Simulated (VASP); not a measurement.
**K2MnRu2: single point with PBE**

The system is K2MnRu2.

```
Mn Ru K
1.0
     0.00000    0.00000    5.91925
     6.64060    0.00000    0.00000
     3.32030    6.05241   -2.95963
Mn Ru K
2 4 4
Direct
  0.25000 0.00000 0.00000
  0.75000 0.00000 0.00000
  0.89650 0.29880 0.79300
  0.10350 0.70120 0.20700
  0.60350 0.09180 0.20700
  0.39650 0.90820 0.79300
  0.14780 0.19720 0.29560
  0.85220 0.80280 0.70440
  0.35220 0.49280 0.70440
  0.64780 0.50720 0.29560
```

- Program: VASP 6.6.1
- Task: single point
- Functional: PBE
- Potentials or basis: VASP PAW PBE potentials, release 64 (Mn_pv, Ru_pv, K_sv)
- Cutoff: 500 eV
- k mesh: 5 × 5 × 5
- Occupations: gaussian, width 0.0138 eV
- Spin: no spin polarisation
- Dipole correction: no
- Further INCAR settings: ALGO = Normal; EDIFF = 1e-06; NBANDS = 70

The pressure is 0.0 GPa and the largest force is 3.156 eV/Å. The band gap on the k mesh is zero (bands 59 and 60 overlap by 0.25 eV).

Forces in eV/Å, atoms in the order of the input:
```
Mn   0.000  0.000  0.000
Mn   0.000  0.000  0.000
Ru  -2.389  2.062  0.000
Ru   2.389 -2.062  0.000
Ru  -2.389 -2.062  0.000
Ru   2.389  2.062  0.000
K   -0.021 -0.092  0.000
K    0.021  0.092  0.000
K   -0.021  0.092  0.000
K    0.021 -0.092  0.000
```

Stress tensor (GPa, compression positive):
```
-0.54  0.00  0.00
 0.00  0.45  0.00
 0.00  0.00  0.20
```

Levels at points of the mesh, in eV from the Fermi level:
```
           k point  band 57  band 58  band 59  band 60  band 61  band 62
(0.00, 0.00, 0.00)    -0.38    -0.25    -0.04     0.11     0.22     0.42
```

It took 21 min on 1 thread of Intel Xeon 8259CL, with other jobs on the host, peak memory 0.57 GiB.

Caveat: the run has no spin polarisation, though such a crystal can be magnetic; forces of over 1 eV/Å act on the atoms, so gaps and moduli don't describe the material at rest. Spin polarisation is off, so any magnetic state and its effect on volume and gap are missing.
